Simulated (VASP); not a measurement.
Wanted: the native input for a VASP 6.6.1 run.

```
Task                   : single point
Functional             : PBEsol
Potentials or basis    : VASP PAW PBE potentials, release 64 (Ta_pv, F)
Cutoff                 : 520 eV
k mesh                 : 12 × 12 × 12
Occupations            : gaussian, width 0.15 eV
Spin                   : no spin polarisation
Dipole correction      : no
Further INCAR settings : ALGO = Normal; EDIFF = 1e-07; NBANDS = 24
```

The structure of TaF3 lies in POSCAR:

```
TaF3
1.0
    3.8426820000      0.0000000000      0.0000000000
    0.0000000000      3.8426820000      0.0000000000
    0.0000000000      0.0000000000      4.0182360000
Ta F
1 3
Direct
    0.0000000000      0.0000000000      0.0000000000
    0.5000000000      0.0000000000      0.0000000000
    0.0000000000      0.5000000000      0.0000000000
    0.0000000000      0.0000000000      0.5000000000
```

This cell differs from its parent crystal: strain -0.015 along x and y, +0.030 along z.

These files were run (other wordings do the same):

INCAR

```
ALGO = Normal ; EDIFF = 1E-7
ENCUT = 520 ; GGA = PS
ISIF = 2 ; ISMEAR = 0
LASPH = True ; LCHARG = True
LELF = True ; LREAL = False
LVHAR = True ; LWAVE = False
NBANDS = 24 ; NELM = 100
PREC = Accurate ; SIGMA = 0.15
```

KPOINTS

```
k-points
0
Gamma
  12 12 12
```

Potentials or basis: VASP PAW PBE potentials, release 64 (Ta_pv, F).

Run with:

```console
$ cat potpaw_PBE.64/Ta_pv/POTCAR potpaw_PBE.64/F/POTCAR > POTCAR
$ mpirun -np 1 vasp_std > vasp.out
```

It gave:

The pressure is 21.8 GPa and the band gap on the k mesh is zero (band 16 reaches 6.54 eV, above the bottom of band 17 at 3.54 eV).

Caveat: the cell differs from its parent crystal (strain -0.015 along x and y, +0.030 along z); the PAW data sets were made with another functional, which shifts forces and pressure a little; spin-orbit coupling is left out, which moves the levels of the heavy elements.

It took 98 s on 1 thread of Intel(R) Xeon(R) 6975P-C (Granite Rapids), on a shared host, peak memory 0.34 GiB.
